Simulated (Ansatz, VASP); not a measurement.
**Two plane-wave programs on GaN**

```
Ga N
1.0
    -3.15158    0.00000    0.00000
     0.00000    0.00000   -5.13825
     0.00000   -5.45869    0.00000
Ga N
4 4
Direct
  0.50000 0.00942 0.17971
  0.00000 0.99910 0.65362
  0.00000 0.49910 0.34638
  0.50000 0.50942 0.82029
  0.50000 0.60419 0.16854
  0.00000 0.60898 0.66476
  0.00000 0.10898 0.33524
  0.50000 0.10419 0.83146
```

Change from the starting cell: mode 11 frozen in at -0.076 Å and mode 13 at +0.091 Å (largest displacements).

Alike in both runs: task single point; functional LDA; k mesh 8 × 6 × 6; occupations gaussian, width 0.05 eV; no spin polarisation.

|  | VASP | Ansatz |
| --- | --- | --- |
| version | VASP 6.6.1 | Ansatz 0.2.0 |
| potentials or method | VASP PAW LDA potentials, release 64 (Ga_d, N), cutoff 520 eV | scalar-relativistic, plane waves, PAW |
| valence electrons in the cell | 72 | 72 |

VASP gave:

- gap on the k mesh at the Fermi level (eV): 1.99
- least direct gap on the mesh (eV): 1.99
- pressure (GPa): 3.4
- traceless stress, the component that is largest in VASP (GPa): -7.43
- rms of the force components (eV/Å): 1.093

Problem. Which values does Ansatz return?

Solution. gap on the k mesh at the Fermi level (eV): 1.98; least direct gap on the mesh (eV): 1.98; pressure (GPa): 2.3; traceless stress, the component that is largest in VASP (GPa): -7.07; rms of the force components (eV/Å): 1.075.

Ansatz warns that its potentials were made for another functional, while VASP's fit it. LDA's correlation is that of Perdew and Zunger in VASP and of Perdew and Wang (1992) in Ansatz. Atom by atom the forces differ by 0.018 eV/Å (rms over components).
